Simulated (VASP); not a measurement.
Input of a VASP 6.6.1 run:

File INCAR:

```
ALGO     = Fast           # electronic algorithm
EDIFF    = 1E-7           # SCF threshold, eV
ENCUT    = 520            # plane-wave cutoff, eV
GGA      = PE             # functional
ISIF     = 2              # what is computed and relaxed
ISMEAR   = 0              # smearing method
LASPH    = True           # aspherical terms in the spheres
LCHARG   = False          # write CHGCAR
LREAL    = False          # projectors in reciprocal space
LWAVE    = False          # write WAVECAR
NBANDS   = 10             # bands
NELM     = 60             # most SCF steps
PREC     = Accurate       # precision mode
SIGMA    = 0.05           # smearing width, eV
```

KPOINTS

```
k-points
0
Gamma
  6 6 6
```

POSCAR

```
Rb
1.0
   -2.8425680228      2.8425680228      2.8425680228
    2.8425680228     -2.8425680228      2.8425680228
    2.8425680228      2.8425680228     -2.8425680228
Rb
1
Direct
    0.0000000000      0.0000000000      0.0000000000
```

Potentials or basis: VASP PAW PBE potentials, release 64 (Rb_sv).

The run is started by

```console
$ cat potpaw_PBE.64/Rb_sv/POTCAR > POTCAR
$ mpirun -np 1 vasp_std > vasp.out
```

Predict the pressure.

0.0 GPa.
